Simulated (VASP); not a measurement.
Set up this calculation in VASP 6.6.1, as the native input.

- Task: density of states
- Functional: PBE
- Potentials or basis: VASP PAW PBE potentials, release 64 (Pd_sv_GW)
- Cutoff: 470 eV
- k mesh: 15 × 15 × 15
- Occupations: fermi-dirac, width 0.08 eV
- Spin: no spin polarisation
- Dipole correction: no
- k mesh for the DOS: 23 × 23 × 23
- Second run: valence_matched
- Occupations for the DOS: tetrahedron
- Further INCAR settings: ALGO = Normal; EDIFF = 1e-06

Pd:

```
Pd
1.0
     1.92648    0.00000    0.00000
     0.00000    1.92648    0.00000
     0.00000    0.00000    1.92648
Pd
1
Direct
  0.00000 0.00000 0.00000
```

This cell differs from its parent crystal: volume scaled by 0.4.

These files were run (other wordings do the same):

POSCAR

```
Pd
1.0
    1.9264807578      0.0000000000      0.0000000000
    0.0000000000      1.9264807578      0.0000000000
    0.0000000000      0.0000000000      1.9264807578
Pd
1
Direct
    0.0000000000      0.0000000000      0.0000000000
```

INCAR.step1

```
  ALGO = Normal
  EDIFF = 1E-6
  ENCUT = 470
  GGA = PE
  GGA_COMPAT = F
  ISIF = 2
  ISMEAR = -1
  LASPH = T
  LCHARG = T
  LMAXMIX = 4
  LORBIT = 11
  LREAL = F
  LWAVE = F
  NBANDS = 15
  NEDOS = 2001
  NELM = 120
  PREC = Accurate
  SIGMA = 0.08
```

KPOINTS.step1

```
k-points
0
Gamma
  15 15 15
```

INCAR.step2

```
  ALGO = Normal
  EDIFF = 1E-6
  ENCUT = 470
  GGA = PE
  GGA_COMPAT = F
  ICHARG = 11
  ISIF = 2
  ISMEAR = -5
  LASPH = T
  LCHARG = F
  LMAXMIX = 4
  LORBIT = 10
  LREAL = F
  LWAVE = F
  NEDOS = 1001
  NELM = 120
  PREC = Accurate
  SIGMA = 0.08
```

KPOINTS.step2

```
k-points
0
Gamma
  23 23 23
```

Potentials or basis: VASP PAW PBE potentials, release 64 (Pd_sv_GW).

The run is started by

```console
$ cat potpaw_PBE.64/Pd_sv_GW/POTCAR > POTCAR
$ cp INCAR.step1 INCAR
$ cp KPOINTS.step1 KPOINTS
$ mpirun -np 1 vasp_std > vasp.out
$ cp INCAR.step2 INCAR
$ cp KPOINTS.step2 KPOINTS
$ mpirun -np 1 vasp_std > vasp.out
```

It gave:

```yaml
Valence_electrons_inside_the_program's_atomic_spheres: Pd 17.54
```

It took 34 s on 1 thread of AMD EPYC 9R45 (Zen 5) (shared host), peak memory 0.12 GiB.
